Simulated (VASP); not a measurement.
# Re (Fd-3m) in VASP: further runs

Re is run at these levels: r2SCAN; tasks: relaxation of cell and atoms.

Everything below comes from runs of VASP 6.6.1. Logs are shortened: lines on timing, memory, paths and dates and some standing lists are left out, and cuts for length are marked.

### Step 1. The cell of the first run

It takes space group Fd-3m (No. 227, cubic). The conventional cell has a = 5.350 Å, b = 5.350 Å, c = 5.350 Å, α = 90.00°, β = 90.00°, γ = 90.00°. Re (site symmetry -43m) has 4 Re at 2.32 Å within 3.1 Å.

This isn't the form of Re at room conditions, which is hcp.

### Step 2. Relaxation of cell and atoms, r2SCAN, target pressure 20 GPa, at which the enthalpy is minimised

POSCAR reads:

```
Re
1.0
    0.0000000000      2.6750000000      2.6750000000
    2.6750000000      0.0000000000      2.6750000000
    2.6750000000      2.6750000000      0.0000000000
Re
2
Direct
    0.0000000000      0.0000000000      0.0000000000
    0.2500000000      0.2500000000      0.2500000000
```

INCAR.step1 reads:

```
ALGO = Normal
EDIFF = 1E-5
EDIFFG = -0.005
ENCUT = 550
GGA = PE
GGA_COMPAT = F
IBRION = 2
ISIF = 3
ISMEAR = -1
LASPH = T
LCHARG = F
LREAL = F
LWAVE = T
NELM = 120
NELMIN = 4
NSW = 100
PREC = Accurate
SIGMA = 0.05
```

INCAR.step2 reads:

```
ALGO = Normal
EDIFF = 1E-7
EDIFFG = -0.02
ENCUT = 550
GGA_COMPAT = F
IBRION = 2
ISIF = 3
ISMEAR = -1
ISTART = 1
LASPH = T
LCHARG = F
LMIXTAU = T
LREAL = F
LWAVE = F
METAGGA = R2SCAN
NELM = 120
NELMIN = 4
NSW = 60
PREC = Accurate
PSTRESS = 200.0
SIGMA = 0.05
```

KPOINTS reads:

```
k-points
0
Gamma
  6 6 6
```

Potentials or basis: VASP PAW PBE potentials, release 64 (Re_sv_GW).

Command:

```
$ cat potpaw_PBE.64/Re_sv_GW/POTCAR > POTCAR
$ cp INCAR.step1 INCAR
$ mpirun -np 1 vasp_std > vasp.out
$ cp INCAR.step2 INCAR
$ mpirun -np 1 vasp_std > vasp.out
```

OUTCAR:

```text
EDIFF = 1E-7
   EDIFFG = -0.02
   ENCUT = 550
   IBRION = 2
   ISIF = 3
   ISMEAR = -1
   ISTART = 1
   LASPH = T
   LREAL = F
   METAGGA = R2SCAN
   NELM = 120
   NELMIN = 4
   NSW = 60
   PREC = Accurate
   PSTRESS = 200.0

 ion  position               nearest neighbor table
   1  0.000  0.000  0.000-   2 2.32   2 2.32   2 2.32   2 2.32
   2  0.250  0.250  0.250-   1 2.32   1 2.32   1 2.32   1 2.32

  LATTYP: Found a face centered cubic cell.
 ALAT       =     5.3500000000

  Lattice vectors:

 A1 = (   0.0000000000,   2.6750000000,   2.6750000000)
 A2 = (   2.6750000000,   0.0000000000,   2.6750000000)
 A3 = (   2.6750000000,   2.6750000000,   0.0000000000)

Analysis of symmetry for initial positions (statically):
=====================================================================
 Subroutine PRICEL returns:
 Original cell was already a primitive cell.

 Routine SETGRP: Setting up the symmetry group for a
 face centered cubic supercell.

 Subroutine GETGRP returns: Found 48 space group operations
 (whereof 24 operations were pure point group operations)
 out of a pool of 48 trial point group operations.

The static configuration has the point symmetry T_d .
 The point group associated with its full space group is O_h .

Analysis of symmetry for dynamics (positions and initial velocities):
=====================================================================
 Subroutine PRICEL returns:
 Original cell was already a primitive cell.

 Routine SETGRP: Setting up the symmetry group for a
 face centered cubic supercell.

 Subroutine GETGRP returns: Found 48 space group operations
 (whereof 24 operations were pure point group operations)
 out of a pool of 48 trial point group operations.

The dynamic configuration has the point symmetry T_d .
 The point group associated with its full space group is O_h .

 Subroutine INISYM returns: Found 48 space group operations
 (whereof 24 operations are pure point group operations),
 and found     1 'primitive' translations

----------------------------------------------------------------------------------------

                                     Primitive cell

  volume of cell :      38.2826

  direct lattice vectors                    reciprocal lattice vectors
     0.000000000  2.675000000  2.675000000    -0.186915888  0.186915888  0.186915888
     2.675000000  0.000000000  2.675000000     0.186915888 -0.186915888  0.186915888
     2.675000000  2.675000000  0.000000000     0.186915888  0.186915888 -0.186915888
[... 62 lines left out ...]
   ions per type =               2
   NGX,Y,Z   is equivalent  to a cutoff of  13.18, 13.18, 13.18 a.u.
   NGXF,Y,Z  is equivalent  to a cutoff of  26.37, 26.37, 26.37 a.u.
 SYSTEM =  unknown system
   PREC   = accura    normal or accurate (medium, high low for compatibility)
   ISTART =      1    job   : 0-new  1-cont  2-samecut
   ICHARG =      0    charge: 1-file 2-atom 10-const
   ISPIN  =      1    spin polarized calculation?
   LNONCOLLINEAR =      F non collinear calculations
   LSORBIT =      F    spin-orbit coupling
   LASPH  =      T    aspherical Exc in radial PAW
   ENCUT  =  550.0 eV  40.42 Ry    6.36 a.u.   7.23  7.23  7.23*2*pi/ulx,y,z
   NELM   =    120;   NELMIN=  4; NELMDL=  0     # of ELM steps
   EDIFF  = 0.1E-06   stopping-criterion for ELM
   LREAL  =      F    real-space projection
   EDIFFG = -.2E-01   stopping-criterion for IOM
   NSW    =     60    number of steps for IOM
   IBRION =      2    ionic relax: 0-MD 1-quasi-New 2-CG
   NFREE  =      1    steps in history (QN), initial steepest desc. (CG)
   ISIF   =      3    stress and relaxation
   ISYM   =      2    0-nonsym 1-usesym 2-fastsym
   POTIM  = 0.5000    time-step for ionic-motion
   TEBEG  =    0.0;   TEEND  =   0.0 temperature during run
   PSTRESS=  200.0 pullay stress
   NELECT =      30.0000    total number of electrons
   NUPDOWN=      -1.0000    fix difference up-down
   EMIN   =  10.00;   EMAX   =-10.00  energy-range for DOS
   EFERMI =   0.00;   METHOD = LEGACY
   ISMEAR =    -1;   SIGMA  =   0.05  broadening in eV -4-tet -1-fermi 0-gaus
   EFERMI_NEDOS =   21; number of points for ismear=-14 and -15
   IALGO  =     38    algorithm
   IMIX   =      4    mixing-type and parameters
     AMIX     =   0.40;   BMIX     =  1.00
     AMIX_MAG =   1.60;   BMIX_MAG =  1.00
  volume/ion in A,a.u.               =      19.14       129.17
  Fermi-wavevector in a.u.,A,eV,Ry     =   1.509320  2.852202 30.994729  2.278048
  Thomas-Fermi vector in A             =   2.619658
   LORBIT       =      0    0 simple, 1 ext, 2 COOP (PROOUT), +10 PAW based schemes
   METAGGA = R2SCAN    functional components
   LHFCALC =     F    Hartree Fock is set to
   AEXX    =    0.0000 exact exchange contribution
   IVDW    =     0    specifies the selected vdW correction
   LEPSILON=     F    determine dielectric tensor
   LRPA    =     F    only Hartree local field effects (RPA)
 conjugate gradient relaxation of ions
 non-spin polarized calculation
  energy-cutoff  :      550.00
  volume of cell :       38.28
 maximum number of plane-waves:      1139
 NGX is ok and might be reduce to    30
   NGX = 15   NGY = 15   NGZ = 15

--------------------------------------- Ionic step        1  -------------------------------------------

 number of electron      29.9999999 magnetization

 Free energy of the ion-electron system (eV)
  ---------------------------------------------------
  ext. energy  EPLUGINS =         0.00000000
  ---------------------------------------------------
  free energy    TOTEN  =      -104.28395110 eV

  energy without entropy =     -104.26933238  energy(sigma->0) =     -104.27664174

------------------------ aborting loop because EDIFF is reached ----------------------------------------

  FORCE on cell =-STRESS in cart. coord.  units (eV):
  Direction    XX          YY          ZZ          XY          YZ          ZX
  --------------------------------------------------------------------------------------
  -------------------------------------------------------------------------------------
  Total        8.5949529      8.5949529      8.5949529      0.0000000     -0.0000000      0.0000000
  in kB      359.7101798    359.7101798    359.7101798      0.0000000     -0.0000000      0.0000000
  external PRESSURE =     159.7101798 kB  Pullay stress =     200.0000000 kB
[... 101 lines left out ...]
--------------------------------------- Ionic step        4  -------------------------------------------

 number of electron      30.0000005 magnetization

 Free energy of the ion-electron system (eV)
  ---------------------------------------------------
  ext. energy  EPLUGINS =         0.00000000
  ---------------------------------------------------
  free energy    TOTEN  =      -104.63972781 eV

  energy without entropy =     -104.62449184  energy(sigma->0) =     -104.63210982

 E-fermi :   8.0133     XC(G=0): -12.8116

 val. band max:        7.9887826290   @ k =  -0.3333   0.3333   0.1667
 cond. band min:       8.0310807786   @ k =   0.1667   0.0000   0.0000
 fundamental gap:      0.0422981496
 Fermi energy:         8.0132683955

 k-point     1 :       0.0000    0.0000    0.0000
  band No.  band energies     occupation
      1     -73.5888      2.00000
      2     -73.0430      2.00000
      3     -35.2732      2.00000
      4     -35.2732      2.00000
      5     -35.2732      2.00000
      6     -33.9368      2.00000
[... 374 lines left out ...]
  energy  without entropy=     -104.6244918418  energy(sigma->0) =     -104.63210982

  enthalpy is  TOTEN    =       -99.6032178583 eV   P V=        5.0365099480

 reached required accuracy - stopping structural energy minimisation
```

Wall time 5.3 min (1 thread of Intel Xeon 6975P-C (Granite Rapids), shared host); peak memory 0.18 GiB.

What came out:

```
Free energy                                                : -104.6397 eV
Relaxed volume                                             : 20.17 Å³/atom
Relaxed cell                                               : a = 3.850 Å, b = 3.850 Å, c = 3.850 Å, α = 60.00°, β = 60.00°, γ = 60.00°
Space group after relaxing (to 0.1 Å)                      : Fd-3m (No. 227)
Energy change on relaxing (the run minimises the enthalpy) : -177.9 meV/atom
Ionic steps                                                : 4
Pressure after relaxing                                    : 19.9 GPa
Band gap on the k mesh                                     : zero (bands 15 and 16 overlap by 1.30 eV)
```

The path:
```
step  energy change (eV)  largest force (eV/Å)  pressure (GPa)  volume (Å³)
   1              0.0000                0.0000           35.97        38.28
   2             -0.1671                0.0000          -19.06        49.86
   3             -0.3802                0.0000           18.54        40.55
   4             -0.3558                0.0000           19.92        40.35
```

Final structure:
```cif
data_structure
_symmetry_space_group_name_H-M 'P 1'
_symmetry_Int_Tables_number 1
_cell_length_a 3.8498
_cell_length_b 3.8498
_cell_length_c 3.8498
_cell_angle_alpha 60.000
_cell_angle_beta 60.000
_cell_angle_gamma 60.000
_cell_volume 40.35
loop_
_atom_site_label
_atom_site_type_symbol
_atom_site_fract_x
_atom_site_fract_y
_atom_site_fract_z
_atom_site_occupancy
Re1 Re 0.00000 0.00000 0.00000 1
Re2 Re 0.25000 0.25000 0.25000 1
```

Levels at points of the mesh, in eV from the Fermi level:
```
           k point  band 12  band 13  band 14  band 15  band 16  band 17  band 18  band 19
(0.00, 0.00, 0.00)    -2.63    -2.63    -2.63     0.81     0.81     0.81     5.03     5.03
(0.50, 0.00, 0.00)    -3.27    -2.94    -2.94    -0.88     2.07     2.07     3.93     3.93
(0.50, 0.50, 0.00)    -2.88    -1.92    -1.92    -0.08    -0.08     4.36     4.36     5.19
```

Caveat: the cell is relaxed towards a set pressure, so the run minimises the enthalpy, not the energy; the PAW data sets were made with another functional, which shifts forces and pressure a little; spin-orbit coupling is left out, which moves the levels of the heavy elements.

### Step 3. Relaxation of cell and atoms, r2SCAN

POSCAR is that of step 2.

INCAR.step1 reads:

```
SYSTEM = Re
PREC     = Accurate       ! precision mode
ENCUT    = 550            ! plane-wave cutoff, eV
ISMEAR   = -1             ! smearing method
SIGMA    = 0.05           ! smearing width, eV
LREAL    = .False.        ! projectors in reciprocal space
LASPH    = .True.         ! aspherical terms in the spheres
NELM     = 120            ! most SCF steps
GGA      = PE             ! functional
ALGO     = Normal         ! electronic algorithm
EDIFF    = 1E-5           ! SCF threshold, eV
LWAVE    = .True.         ! write WAVECAR
LCHARG   = .False.        ! write CHGCAR
GGA_COMPAT= .False.      
IBRION   = 2              ! ionic algorithm
ISIF     = 3              ! what is computed and relaxed
EDIFFG   = -0.005         ! ionic threshold
NELMIN   = 4            
NSW      = 100            ! ionic steps
```

INCAR.step2 reads:

```
SYSTEM = Re
PREC     = Accurate       ! precision mode
ENCUT    = 550            ! plane-wave cutoff, eV
EDIFF    = 1E-7           ! SCF threshold, eV
ISMEAR   = -1             ! smearing method
SIGMA    = 0.05           ! smearing width, eV
LREAL    = .False.        ! projectors in reciprocal space
LASPH    = .True.         ! aspherical terms in the spheres
NELM     = 120            ! most SCF steps
ALGO     = Normal         ! electronic algorithm
ISIF     = 3              ! what is computed and relaxed
LWAVE    = .False.        ! write WAVECAR
LCHARG   = .False.        ! write CHGCAR
METAGGA  = R2SCAN         ! meta-GGA
LMIXTAU  = .True.       
IBRION   = 2              ! ionic algorithm
NSW      = 60             ! ionic steps
EDIFFG   = -0.02          ! ionic threshold
ISTART   = 1            
GGA_COMPAT= .False.      
NELMIN   = 4
```

KPOINTS reads:

```
Automatic mesh
0
Gamma
  6 6 6
  0 0 0
```

Potentials or basis: VASP PAW PBE potentials, release 64 (Re_sv_GW).

Command:

```
$ cat potpaw_PBE.64/Re_sv_GW/POTCAR > POTCAR
$ cp INCAR.step1 INCAR
$ mpirun -np 1 vasp_std > vasp.out
$ cp INCAR.step2 INCAR
$ mpirun -np 1 vasp_std > vasp.out
```

It took 10 min on 1 thread of Intel Xeon Platinum 8259CL at 2.50GHz (Skylake/Cascade Lake), shared host; peak memory 0.19 GiB.

Results (log left out):

| Property | Result |
| --- | --- |
| Free energy | -104.8463 eV |
| Relaxed volume | 21.96 Å³/atom |
| Relaxed cell | a = 3.960 Å, b = 3.960 Å, c = 3.960 Å, α = 60.00°, β = 60.00°, γ = 60.00° |
| Space group after relaxing (to 0.1 Å) | Fd-3m (No. 227) |
| Pressure after relaxing | 0.0 GPa |
| Band gap on the k mesh | zero (bands 15 and 16 overlap by 1.15 eV) |

Final structure:
```xyz
2
Lattice="0.0000 2.8003 2.8003 2.8003 0.0000 2.8003 2.8003 2.8003 0.0000" Properties=species:S:1:pos:R:3 pbc="T T T"
Re    0.0000    0.0000    0.0000
Re    1.4002    1.4002    1.4002
```

Levels at points of the mesh, in eV from the Fermi level:
```
           k point  band 11  band 12  band 13  band 14  band 15  band 16  band 17  band 18  band 19
(0.00, 0.00, 0.00)    -3.19    -2.44    -2.44    -2.44     0.75     0.75     0.75     4.50     4.50
(0.50, 0.00, 0.00)    -2.86    -2.86    -2.67    -2.67    -0.91     1.85     1.85     3.56     3.56
(0.50, 0.50, 0.00)    -2.61    -2.61    -2.00    -2.00     0.02     0.02     3.96     3.96     4.86
```

Caveat: the PAW data sets were made with another functional, which shifts forces and pressure a little; spin-orbit coupling is left out, which moves the levels of the heavy elements.
